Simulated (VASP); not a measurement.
## TiO2: single point with PBE

The system is TiO2.

```
Ti O
1.0
     0.00000    2.37618    2.37618
     2.37618    0.00000    2.37618
     2.37618    2.37618    0.00000
Ti O
1 2
Direct
  0.00000 0.00000 0.00000
  0.25000 0.25000 0.25000
  0.75000 0.75000 0.75000
```

```
Program             : VASP 6.6.1
Task                : single point
Functional          : PBE
Potentials or basis : VASP PAW PBE potentials, release 64 (Ti_sv, O)
Cutoff              : 600 eV
k mesh              : 2 × 2 × 2
Occupations         : gaussian, width 0.01 eV
Spin                : no spin polarisation
```

```
Pressure               : 18.6 GPa
Band gap on the k mesh : 0.65 eV, indirect (least direct gap 1.36 eV)
```

Levels at points of the mesh, in eV from the valence-band top:
| k point | band 10 | band 11 | band 12 | band 13 | band 14 | band 15 |
| --- | --- | --- | --- | --- | --- | --- |
| (0.00, 0.00, 0.00) | -0.91 | -0.91 | -0.91 | 0.65 | 0.65 | 5.13 |
| (0.50, 0.00, 0.00) | -3.41 | -2.65 | -2.65 | 1.00 | 1.00 | 2.48 |
| (0.50, 0.50, 0.00) | -2.35 | -2.35 | 0.00 | 1.36 | 1.46 | 2.52 |

Wall time 5.6 s on 1 thread of Intel Xeon 6975P-C (shared host), peak memory 0.15 GiB.

Caveat: the k points lie up to 1.14 Å⁻¹ apart. PBE gaps usually lie below the measured ones, often by a third to a half.
